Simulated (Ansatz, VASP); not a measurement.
**One calculation of NbC4, two programs**

```xyz
5
Lattice="3.6361 0.0000 0.0000 -1.8180 3.1490 0.0000 0.0000 0.0000 7.1499" Properties=species:S:1:pos:R:3 pbc="T T T"
Nb    0.0000    0.0000    3.5750
C     0.0000    0.0000    0.5882
C     0.0000    0.0000    6.5618
C     0.0000    0.0000    2.0425
C     0.0000    0.0000    5.1074
```

Alike in both runs: task single point; functional PBE; k mesh 6 × 6 × 4; occupations gaussian, width 0.1 eV; no spin polarisation.

|  | VASP | Ansatz |
| --- | --- | --- |
| version | VASP 6.6.1 | Ansatz 0.2.0 |
| potentials or method | VASP PAW PBE potentials, release 64 (Nb_sv, C), cutoff 520 eV | scalar-relativistic, plane waves, PAW |
| valence electrons in the cell | 29 | 29 |

|  | VASP | Ansatz | Ansatz less VASP |
| --- | --- | --- | --- |
| gap on the k mesh at the Fermi level (eV) | none | none | - |
| pressure (GPa) | 25.4 | 23.9 | -1.47 |
| traceless stress, the component that is largest in VASP (GPa) | 66.45 | 63.14 | -3.310 |
| rms of the force components (eV/Å) | 8.055 | 7.806 | -0.2491 |

Atom by atom the forces differ by 0.258 eV/Å (rms over components). A gap of «none» marks a metal or a gap that the smearing closes. The functional is the same, so the differences come from potentials, cutoffs and numerics.
